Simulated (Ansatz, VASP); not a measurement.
**Pb: VASP beside Ansatz**

File INCAR:

```
SYSTEM = Pb
PREC = Accurate
ENCUT = 520
EDIFF = 1E-7
ISMEAR = 1
SIGMA = 0.1
LREAL = .FALSE.
LASPH = .TRUE.
NELM = 150
ALGO = Fast
ISIF = 2
LWAVE = .FALSE.
LCHARG = .FALSE.
ISPIN = 2
MAGMOM = 0
LORBIT = 11
GGA = VW
NBANDS = 17
```

Contents of KPOINTS:

```
regular mesh
0
G
  9 9 9
  0 0 0
```

File POSCAR:

```
Pb
1.0
   -2.1325236225      2.1325236225      2.1325236225
    2.1325236225     -2.1325236225      2.1325236225
    2.1325236225      2.1325236225     -2.1325236225
Pb
1
Direct
    0.0000000000      0.0000000000      0.0000000000
```

The input input.yaml:

```yaml
crystal:
  lattice:
    - [-2.1325236225, 2.1325236225, 2.1325236225]
    - [2.1325236225, -2.1325236225, 2.1325236225]
    - [2.1325236225, 2.1325236225, -2.1325236225]
  atoms:
    - { symbol: Pb, position: [0.0, 0.0, 0.0] }
hamiltonian:
  xc: { exchange: slater, correlation: vwn5 }
  pseudopotentials: { kind: paw, xc_functional: lda, accuracy: standard }
magnetization:
  spin_polarized: true
kpoints:
  mp_grid: { grid: [9, 9, 9] }
scf:
  occupations: { method: methfessel_paxton, width: 0.1 }
output:
  forces: true
  stress: true
  eigenvalues: true
```

Change from the starting cell: volume scaled by 1.25.

Alike in both runs: task single point; functional SVWN5; k mesh 9 × 9 × 9; occupations methfessel-paxton of order 1, width 0.1 eV; collinear spin.

|  | VASP | Ansatz |
| --- | --- | --- |
| version | VASP 6.6.1 | Ansatz 0.2.0 |
| potentials or method | VASP PAW PBE potentials, release 64 (Pb_d) | JTH PAW LDA |
| plane-wave cutoff (eV) | 520 | 1800 |
| valence electrons in the cell | 14 | 14 |

VASP gave:

- gap on the k mesh at the Fermi level (eV): none
- pressure (GPa): -7.1
- net moment per atom (μB): 0.02

Problem. Which values does Ansatz return?

Solution. gap on the k mesh at the Fermi level (eV): none; pressure (GPa): -7.1; net moment per atom (μB): 0.00.

VASP's potentials were made for PBE, not for SVWN5. A gap of «none» marks a metal or a gap that the smearing closes.

Neither program's run includes spin-orbit coupling.
